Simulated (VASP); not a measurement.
Crystal: GaN.

```
CELL_PARAMETERS angstrom
3.18900 0.00000 0.00000
-1.59450 2.76176 0.00000
0.00000 0.00000 5.18500
ATOMIC_POSITIONS crystal
Ga 0.33333 0.66667 0.00000
Ga 0.66667 0.33333 0.50000
N 0.33333 0.66667 0.37700
N 0.66667 0.33333 0.87700
```

Base run:

* Program: VASP 6.6.1
* Functional: PBE
* Potentials or basis: VASP PAW PBE potentials, release 64 (Ga_d, N)
* Cutoff: 520 eV
* k mesh: 8 × 8 × 5
* Occupations: gaussian, width 0.03 eV
* Spin: no spin polarisation

Its results: band gap on the k mesh 1.92 eV; pressure 5.5 GPa.

Q: The run is repeated on the same cell with these changes: functional from PBE to LDA; potentials or basis from VASP PAW PBE potentials, release 64 (Ga_d, N) to VASP PAW LDA potentials, release 64 (Ga_d, N). What comes out?

A: Band gap on the k mesh 1.94 eV; pressure -5.1 GPa.

Caveats: the cell stands under pressure (at least some runs); the cell stands under tension (at least some runs).

